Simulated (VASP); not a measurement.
A run of VASP 6.6.1 is set up as follows.

INCAR

```
SYSTEM = SrHg5
PREC = Accurate ; ENCUT = 520
EDIFF = 1E-6 ; ISMEAR = -1
SIGMA = 0.0857 ; LREAL = .FALSE.
LASPH = .TRUE. ; NELM = 100
ALGO = Fast ; ISIF = 2
LWAVE = .FALSE. ; LCHARG = .FALSE.
GGA = PS ; NBANDS = 44
```

Contents of KPOINTS:

```
Automatic mesh
0
Gamma
  3 3 4
  0.5 0.5 0
```

File POSCAR:

```
SrHg5
1.0
    6.3840069600     -0.0040706200      0.0000457100
   -3.1955285700      5.5290382800     -0.0010829200
    0.0000355600     -0.0009437500      4.9224615400
Hg Sr
5 1
Direct
    0.3081220000      0.6807540000      0.0374810000
    0.6646780000      0.3100560000      0.9936530000
    0.5231600000      0.0174950000      0.5019750000
    0.5211750000      0.5104610000      0.5199220000
    0.9908250000      0.4962320000      0.4619360000
    0.9950830000      0.9527230000      0.0115630000
```

Potentials or basis: VASP PAW PBE potentials, release 64 (Hg, Sr_sv).

Command:

```bash
$ cat potpaw_PBE.64/Hg/POTCAR potpaw_PBE.64/Sr_sv/POTCAR > POTCAR
$ mpirun -np 1 vasp_std > vasp.out
```

Problem. What does it give for the largest force?

Solution. 1.168 eV/Å.

Problem. Estimate the pressure.

Solution. -1.5 GPa.

Problem. What does it give for the band gap on the k mesh?

Solution. Zero (bands 35 and 36 overlap by 0.71 eV).

Forces in eV/Å, atoms in the order of the input:
```
Hg   0.734 -0.017 -0.908
Hg  -0.234  0.105 -0.121
Hg   0.048 -0.462  0.159
Hg  -0.364  0.262  0.055
Hg   0.042 -0.010  0.885
Sr  -0.227  0.121 -0.069
```

Caveat: the k points lie up to 0.38 Å⁻¹ apart, too coarse for converged energies and pressures of a metal; the PAW data sets were made with another functional, which shifts forces and pressure a little; spin-orbit coupling is left out, which moves the levels of the heavy elements.
